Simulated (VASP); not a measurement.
Set up this calculation in VASP 6.6.1, as the native input.

| Quantity | Value |
| --- | --- |
| Task | single point |
| Functional | HSE06 |
| Potentials or basis | VASP PAW PBE potentials, release 64 (Br, P) |
| Cutoff | 400 eV |
| k mesh | 3 × 3 × 3 |
| Occupations | gaussian, width 0.1 eV |
| Spin | no spin polarisation |
| Dipole correction | no |
| Grid for exact exchange (PRECFOCK) | Normal |
| Further INCAR settings | ALGO = Normal; EDIFF = 1e-06; NBANDS = 20 |
| Share of exact exchange | 0.25 |
| Screening parameter | 0.2079 1/Å |

PBr:

```
Br P
1.0
     4.93856    0.00000    0.00000
    -2.06239    5.19450    0.00000
    -0.69678   -0.65377    6.23326
Br P
2 2
Direct
  0.66580 0.85501 0.24276
  0.33420 0.14499 0.75724
  0.64072 0.49976 0.63187
  0.35928 0.50024 0.36813
```

These files were run (other wordings do the same):

POSCAR

```
PBr
1.0
    4.9385630000      0.0000000000      0.0000000000
   -2.0623900000      5.1944970000      0.0000000000
   -0.6967810000     -0.6537650000      6.2332560000
Br P
2 2
Direct
    0.6657980000      0.8550130000      0.2427560000
    0.3342020000      0.1449870000      0.7572440000
    0.6407200000      0.4997570000      0.6318710000
    0.3592800000      0.5002430000      0.3681290000
```

INCAR.step1

```
SYSTEM = PBr
PREC = Accurate
ENCUT = 400
EDIFF = 1E-5
ISMEAR = 0
SIGMA = 0.1
LREAL = .FALSE.
LASPH = .TRUE.
NELM = 120
ALGO = Normal
ISIF = 2
LWAVE = .TRUE.
LCHARG = .FALSE.
GGA = PE
NBANDS = 20
GGA_COMPAT = .FALSE.
```

INCAR.step2

```
SYSTEM = PBr
PREC = Accurate
ENCUT = 400
EDIFF = 1E-6
ISMEAR = 0
SIGMA = 0.1
LREAL = .FALSE.
LASPH = .TRUE.
NELM = 120
ALGO = Normal
ISIF = 2
LWAVE = .FALSE.
LCHARG = .FALSE.
GGA = PE
LHFCALC = .TRUE.
HFSCREEN = 0.2079
PRECFOCK = Normal
ISTART = 1
NBANDS = 20
GGA_COMPAT = .FALSE.
```

KPOINTS

```
Automatic mesh
0
G
  3 3 3
  0 0 0
```

Potentials or basis: VASP PAW PBE potentials, release 64 (Br, P).

The run is started by

```sh
$ cat potpaw_PBE.64/Br/POTCAR potpaw_PBE.64/P/POTCAR > POTCAR
$ cp INCAR.step1 INCAR
$ mpirun -np 1 vasp_std > vasp.out
$ cp INCAR.step2 INCAR
$ mpirun -np 1 vasp_std > vasp.out
```

It gave:

* Pressure: -1.0 GPa
* Largest force: 0.693 eV/Å
* Band gap on the k mesh: 2.43 eV

Caveat: the k points lie up to 0.46 Å⁻¹ apart; this functional lacks dispersion, which holds the molecules together, so the pressure and a relaxed volume are unreliable; the PAW data sets were made with another functional, which shifts forces and pressure a little.

It took 16 min on 1 thread of Intel(R) Xeon(R) Platinum 8375C CPU @ 2.90GHz (Ice Lake), on a shared host, peak memory 0.34 GiB.
